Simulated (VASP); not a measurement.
# Ti8HO16 (a cell with a defect) (Rutile) in VASP: further runs

The runs below take Ti8HO16 (a cell with a defect) (Rutile) through single point, with PBE.

All numbers are computed with VASP 6.6.1; they aren't measurements. Logs are shortened: lines on timing, memory, paths and dates and some standing lists are left out, and cuts for length are marked.

## Step 1: The cell of the first run

The cell holds a defect, 25 atoms: a = 6.567 Å, b = 6.567 Å, c = 7.530 Å, α = 115.85°, β = 115.85°, γ = 90.00°.

## Step 2: Single point, PBE

File INCAR:

```
SYSTEM = Ti8HO16
PREC = Accurate
ENCUT = 520
EDIFF = 1E-6
ISMEAR = 0
SIGMA = 0.02
LREAL = Auto
LASPH = .TRUE.
NELM = 60
ALGO = Normal
ISIF = 2
LWAVE = .FALSE.
LCHARG = .FALSE.
GGA = PE
NELECT = 192.0
NBANDS = 114
```

File KPOINTS:

```
Automatic mesh
0
G
  3 3 3
  0 0 0
```

File POSCAR:

```
Ti8HO16
1.0
   -4.6432750091     -4.6432750091      0.0000000000
   -4.6432750091      4.6432750091      0.0000000000
    4.6432750091      0.0000000000     -5.9277640437
Ti O H
8 16 1
Direct
    0.2614218744      0.2561796693      0.4999370721
    1.0024622158     -0.0240697020      0.0007711171
    0.7617593626      0.7580255756      0.5015329521
    0.4771763433      0.5262313744      0.0006228318
    0.1467530422      0.6243237214      0.2674382766
    0.8795567664      0.3584129626      0.7327093265
    0.6205977557      0.1449149681      0.2451993685
    0.3749003564      0.8989589132      0.7548932392
    0.4463829619      0.7536598294      0.5035779053
    0.1875702528      0.5045040973     -0.0000074227
    0.9427426868      0.2505323409      0.4963529213
    0.6957216599      0.0148690303     -0.0001899536
    0.1175794610      0.9224372376      0.2485606696
    0.8690885514      0.6741791397      0.7515133813
    0.6147737221      0.4313221716      0.2501680210
    0.3642840725      0.1806742285      0.7493164315
    0.0548177813      0.7435758225      0.4995433317
    0.7919525606      0.4634411119     -0.0002351646
    0.5552278243      0.2443485425      0.5003024712
    0.3047140714     -0.0076083728      0.0000074227
    0.1303668441      0.3167497309      0.2501771307
    0.8800967904      0.0668214636      0.7495246044
    0.6290669594      0.8207275865      0.2512650620
    0.3778244244      0.5693394646      0.7489247155
    0.7738725880      0.3137060039      0.9991315370
```

Potentials or basis: VASP PAW PBE potentials, release 64 (Ti_sv, O, H).

On the command line:

```console
$ cat potpaw_PBE.64/Ti_sv/POTCAR potpaw_PBE.64/O/POTCAR potpaw_PBE.64/H/POTCAR > POTCAR
$ mpirun -np 1 vasp_std > vasp.out
```

OUTCAR:

```text
SYSTEM = Ti8HO16
   PREC = Accurate
   ENCUT = 520
   EDIFF = 1E-6
   ISMEAR = 0
   LREAL = Auto
   LASPH = .TRUE.
   NELM = 60
   ISIF = 2
   GGA = PE
   NELECT = 192.0

 ion  position               nearest neighbor table
   1  0.261  0.256  0.500-  21 1.92  24 1.93  19 1.93  16 1.98  13 2.03  11 2.08
   2  0.002  0.976  0.001-  13 1.88  14 1.88  20 1.99  12 2.03  21 2.05  22 2.06
   3  0.762  0.758  0.502-  22 1.91  23 1.93  17 1.93  15 2.00  14 2.02   9 2.08
   4  0.477  0.526  0.001-  23 1.86  24 1.87  10 1.90  15 2.07  16 2.08  18 2.11
   5  0.147  0.624  0.267-   9 1.84  17 1.94  10 1.96  21 1.97  13 2.03  18 2.16   8 2.90
   6  0.880  0.358  0.733-  11 1.84  19 1.94  10 1.96  22 1.97  14 2.02  18 2.16   7 2.90
   7  0.621  0.145  0.245-  15 1.87  20 1.94  12 1.95  11 1.97  19 1.98  23 2.15   6 2.90   8 2.91

   8  0.375  0.899  0.755-  16 1.87  20 1.94  12 1.95   9 1.98  17 1.98  24 2.15   5 2.90   7 2.91

   9  0.446  0.754  0.504-   5 1.84   8 1.98   3 2.08
  10  0.188  0.505  1.000-   4 1.90   6 1.96   5 1.96
  11  0.943  0.251  0.496-   6 1.84   7 1.97   1 2.08
  12  0.696  0.015  1.000-   7 1.95   8 1.95   2 2.03
  13  0.118  0.922  0.249-   2 1.88   1 2.03   5 2.03
  14  0.869  0.674  0.752-   2 1.88   6 2.02   3 2.02
  15  0.615  0.431  0.250-   7 1.87   3 2.00   4 2.07
  16  0.364  0.181  0.749-   8 1.87   1 1.98   4 2.08
  17  0.055  0.744  0.500-   3 1.93   5 1.94   8 1.98
  18  0.792  0.463  1.000-  25 0.99   4 2.11   6 2.16   5 2.16
  19  0.555  0.244  0.500-   1 1.93   6 1.94   7 1.98
  20  0.305  0.992  0.000-   8 1.94   7 1.94   2 1.99
  21  0.130  0.317  0.250-   1 1.92   5 1.97   2 2.05
  22  0.880  0.067  0.750-   3 1.91   6 1.97   2 2.06
  23  0.629  0.821  0.251-   4 1.86   3 1.93   7 2.15
  24  0.378  0.569  0.749-   4 1.87   1 1.93   8 2.15
  25  0.774  0.314  0.999-  18 0.99

  LATTYP: Found a body centered tetragonal cell.
 ALAT       =     6.5665824917
 C/A-ratio  =     1.8054335116

  Lattice vectors:

 A1 = (   0.0000000000,  -4.6432750091,   5.9277640437)
 A2 = (   0.0000000000,   4.6432750091,   5.9277640437)
 A3 = (  -4.6432750091,   0.0000000000,  -5.9277640437)

Analysis of symmetry for initial positions (statically):
=====================================================================
 Subroutine PRICEL returns:
 Original cell was already a primitive cell.

 Routine SETGRP: Setting up the symmetry group for a
 body centered tetragonal supercell.

 Subroutine GETGRP returns: Found  1 space group operations
 (whereof  1 operations were pure point group operations)
 out of a pool of 16 trial point group operations.

The static configuration has the point symmetry C_1 .

Analysis of symmetry for dynamics (positions and initial velocities):
=====================================================================
 Subroutine PRICEL returns:
 Original cell was already a primitive cell.

 Routine SETGRP: Setting up the symmetry group for a
 body centered tetragonal supercell.

 Subroutine GETGRP returns: Found  1 space group operations
 (whereof  1 operations were pure point group operations)
 out of a pool of 16 trial point group operations.

The dynamic configuration has the point symmetry C_1 .

 Subroutine INISYM returns: Found  1 space group operations
 (whereof  1 operations are pure point group operations),
 and found     1 'primitive' translations

----------------------------------------------------------------------------------------

                                     Primitive cell

  volume of cell :     255.6052

  direct lattice vectors                    reciprocal lattice vectors
    -4.643275009 -4.643275009  0.000000000    -0.107682616 -0.107682616 -0.084348836
    -4.643275009  4.643275009  0.000000000    -0.107682616  0.107682616 -0.084348836
     4.643275009  0.000000000 -5.927764044     0.000000000  0.000000000 -0.168697673

  length of vectors
     6.566582492  6.566582492  7.529833290     0.174085662  0.174085662  0.168697673

  position of ions in fractional coordinates (direct lattice)
     0.261421874  0.256179669  0.499937072
     0.002462216  0.975930298  0.000771117
     0.761759363  0.758025576  0.501532952
     0.477176343  0.526231374  0.000622832
     0.146753042  0.624323721  0.267438277
     0.879556766  0.358412963  0.732709327
[... 17 lines left out ...]
     0.377824424  0.569339465  0.748924716
     0.773872588  0.313706004  0.999131537

  ion indices of the primitive-cell ions
   primitive index   ion index
                 1           1
                 2           2
                 3           3
                 4           4
                 5           5
                 6           6
[... 17 lines left out ...]
                24          24
                25          25

----------------------------------------------------------------------------------------

 KPOINTS: Automatic mesh

Automatic generation of k-mesh.
 Grid dimensions read from file:
 generate k-points for:    3    3    3

 Generating k-lattice:

  Cartesian coordinates                     Fractional coordinates (reciprocal lattice)
    -0.035894205 -0.035894205 -0.028116279     0.333333333  0.000000000  0.000000000
    -0.035894205  0.035894205 -0.028116279     0.000000000  0.333333333  0.000000000
     0.000000000  0.000000000 -0.056232558     0.000000000  0.000000000  0.333333333

  Length of vectors
     0.058028554  0.058028554  0.056232558

  Shift w.r.t. Gamma in fractional coordinates (k-lattice)
     0.000000000  0.000000000  0.000000000

 Subroutine IBZKPT returns following result:
 ===========================================

 Found     14 irreducible k-points:

 Following reciprocal coordinates:
            Coordinates               Weight
  0.000000  0.000000  0.000000      1.000000
  0.333333  0.000000  0.000000      2.000000
  0.000000 -0.333333  0.333333      2.000000
 -0.333333  0.000000  0.333333      2.000000
  0.000000  0.333333  0.000000      2.000000
  0.333333  0.333333  0.000000      2.000000
  0.333333 -0.333333  0.333333      2.000000
 -0.333333 -0.333333 -0.333333      2.000000
 -0.333333  0.333333  0.333333      2.000000
 -0.333333  0.333333  0.000000      2.000000
  0.333333  0.333333 -0.333333      2.000000
  0.000000  0.000000  0.333333      2.000000
  0.333333  0.000000  0.333333      2.000000
  0.000000 -0.333333 -0.333333      2.000000
   k-points           NKPTS =     14   k-points in BZ     NKDIM =     14   number of bands    NBANDS=    114
   number of dos      NEDOS =    301   number of ions     NIONS =     25
   total plane-waves  NPLWV = 140000
   dimension x,y,z NGX =    50 NGY =   50 NGZ =   56
   dimension x,y,z NGXF=   100 NGYF=  100 NGZF=  112
   ions per type =               8  16   1
   NGX,Y,Z   is equivalent  to a cutoff of  12.66, 12.66, 12.36 a.u.
   NGXF,Y,Z  is equivalent  to a cutoff of  25.32, 25.32, 24.73 a.u.
 SYSTEM =  Ti8HO16
   PREC   = accura    normal or accurate (medium, high low for compatibility)
   ISTART =      0    job   : 0-new  1-cont  2-samecut
   ICHARG =      2    charge: 1-file 2-atom 10-const
   ISPIN  =      1    spin polarized calculation?
   LNONCOLLINEAR =      F non collinear calculations
   LSORBIT =      F    spin-orbit coupling
   LASPH  =      T    aspherical Exc in radial PAW
   ENCUT  =  520.0 eV  38.22 Ry    6.18 a.u.  12.21 12.21 14.00*2*pi/ulx,y,z
   NELM   =     60;   NELMIN=  2; NELMDL= -5     # of ELM steps
   EDIFF  = 0.1E-05   stopping-criterion for ELM
   LREAL  =      T    real-space projection
   EDIFFG = 0.1E-04   stopping-criterion for IOM
   NSW    =      0    number of steps for IOM
   IBRION =     -1    ionic relax: 0-MD 1-quasi-New 2-CG
   NFREE  =      0    steps in history (QN), initial steepest desc. (CG)
   ISIF   =      2    stress and relaxation
   ISYM   =      2    0-nonsym 1-usesym 2-fastsym
   POTIM  = 0.5000    time-step for ionic-motion
   TEBEG  =    0.0;   TEEND  =   0.0 temperature during run
   PSTRESS=    0.0 pullay stress
   NELECT =     192.0000    total number of electrons
   NUPDOWN=      -1.0000    fix difference up-down
   EMIN   =  10.00;   EMAX   =-10.00  energy-range for DOS
   EFERMI =   0.00;   METHOD = LEGACY
   ISMEAR =     0;   SIGMA  =   0.02  broadening in eV -4-tet -1-fermi 0-gaus
   EFERMI_NEDOS =   21; number of points for ismear=-14 and -15
   IALGO  =     38    algorithm
   IMIX   =      4    mixing-type and parameters
     AMIX     =   0.40;   BMIX     =  1.00
     AMIX_MAG =   1.60;   BMIX_MAG =  1.00
  volume/ion in A,a.u.               =      10.22        69.00
  Fermi-wavevector in a.u.,A,eV,Ry     =   1.488168  2.812230 30.132066  2.214644
  Thomas-Fermi vector in A             =   2.601237
   LORBIT       =      0    0 simple, 1 ext, 2 COOP (PROOUT), +10 PAW based schemes
   GGA     = PE    functional components
   LHFCALC =     F    Hartree Fock is set to
   AEXX    =    0.0000 exact exchange contribution
   IVDW    =     0    specifies the selected vdW correction
   LEPSILON=     F    determine dielectric tensor
   LRPA    =     F    only Hartree local field effects (RPA)
 non-spin polarized calculation
 Gauss-broadening in eV      SIGMA  =   0.02
  energy-cutoff  :      520.00
  volume of cell :      255.61
 maximum number of plane-waves:      6906
 NGX is ok and might be reduce to    50
   NGX = 25   NGY = 25   NGZ = 27

 number of electron     191.9999985 magnetization

 Free energy of the ion-electron system (eV)
  ---------------------------------------------------
  ext. energy  EPLUGINS =         0.00000000
  ---------------------------------------------------
  free energy    TOTEN  =      -224.51362452 eV

  energy without entropy =     -224.51362452  energy(sigma->0) =     -224.51362452

 E-fermi :   4.6307     XC(G=0): -11.2769

 val. band max:        4.5044459708   @ k =   0.0000   0.0000   0.0000
 cond. band min:       6.5718704930   @ k =   0.0000   0.0000   0.0000
 fundamental gap:      2.0674245222
 Fermi energy:         4.6307193409

 k-point     1 :       0.0000    0.0000    0.0000
  band No.  band energies     occupation
      1     -52.2743      2.00000
      2     -52.2676      2.00000
      3     -52.2574      2.00000
      4     -52.2502      2.00000
      5     -52.2029      2.00000
      6     -52.1802      2.00000
[... 100 lines left out ...]
    107       7.5470      0.00000
    108       7.6694      0.00000
[... 1441 lines left out ...]
    107       7.6332      0.00000
    108       7.6864      0.00000
 [bands above 108 left out]

------------------------ aborting loop because EDIFF is reached ----------------------------------------

  FORCE on cell =-STRESS in cart. coord.  units (eV):
  Direction    XX          YY          ZZ          XY          YZ          ZX
  --------------------------------------------------------------------------------------
  -------------------------------------------------------------------------------------
  Total       -7.5290638     -4.2600351     -2.1520264      2.3016748     -0.0018948      0.0057785
  in kB      -47.1934624    -26.7026306    -13.4892701     14.4272921     -0.0118768      0.0362205
  external PRESSURE =     -29.1284544 kB  Pullay stress =       0.0000000 kB

 VOLUME and BASIS-vectors are now :
 -----------------------------------------------------------------------------
  energy-cutoff  :      520.00
  volume of cell :      255.61
      direct lattice vectors                 reciprocal lattice vectors
    -4.643275009 -4.643275009  0.000000000    -0.107682616 -0.107682616 -0.084348836
    -4.643275009  4.643275009  0.000000000    -0.107682616  0.107682616 -0.084348836
     4.643275009  0.000000000 -5.927764044     0.000000000  0.000000000 -0.168697673

 POSITION                                       TOTAL-FORCE (eV/Angst)
 -----------------------------------------------------------------------------------
     -0.08202     -0.02434     -2.96351         0.033006     -0.007329      0.010939
     -4.53936      4.52008     -0.00457        -0.028465      0.033182     -0.000519
     -4.72802     -0.01734     -2.97297         0.039332     -0.016199     -0.001820
     -4.65621      0.22778     -0.00369         0.006074     -0.045148     -0.002875
     -2.33853      2.21749     -1.58531         0.021851      0.032854      0.059752
     -2.34606     -2.41981     -4.34333         0.022959      0.028898     -0.059272
[... 17 lines left out ...]
     -0.92048      0.88926     -4.43945        -0.055993      0.047658      0.026341
     -0.41068     -2.13668     -5.92262         0.078979     -0.066929      0.000250
 -----------------------------------------------------------------------------------
    total drift:                               -0.016088     -0.012506     -0.019594

  FREE ENERGIE OF THE ION-ELECTRON SYSTEM (eV)
  ---------------------------------------------------
  free  energy   TOTEN  =      -224.5136245226 eV

  energy  without entropy=     -224.5136245226  energy(sigma->0) =     -224.51362452
```

Run time: 18 min. Hardware: 1 thread of Intel Xeon Platinum 8259CL at 2.50GHz (Skylake/Cascade Lake), shared host; peak memory 0.51 GiB.

What came out:

```yaml
Free_energy: -224.5136 eV
Largest_force: 0.104 eV/Å
```

Forces on the atoms (eV/Å):
```
Ti   0.033 -0.007  0.011
Ti  -0.028  0.033 -0.001
Ti   0.039 -0.016 -0.002
Ti   0.006 -0.045 -0.003
Ti   0.022  0.033  0.060
Ti   0.023  0.029 -0.059
Ti   0.042 -0.040 -0.010
Ti   0.040 -0.043  0.011
O   -0.046 -0.044 -0.037
O    0.013  0.005 -0.002
O   -0.046 -0.048  0.039
O   -0.044 -0.024 -0.003
O    0.029 -0.018 -0.039
O    0.028 -0.012  0.038
O   -0.020  0.026  0.002
O   -0.014  0.025 -0.006
O    0.011  0.008 -0.007
O   -0.071  0.044  0.001
O    0.011  0.005  0.006
O    0.024  0.030  0.002
O   -0.011  0.015  0.023
O   -0.008  0.014 -0.028
O   -0.054  0.048 -0.025
O   -0.056  0.048  0.026
H    0.079 -0.067  0.000
```

Caveat: the cell carries a net charge on a neutralising background, which shifts energy and pressure; the cell is charged against a uniform background, so pressure and absolute levels hang on convention.

[end of part 1 of 3]
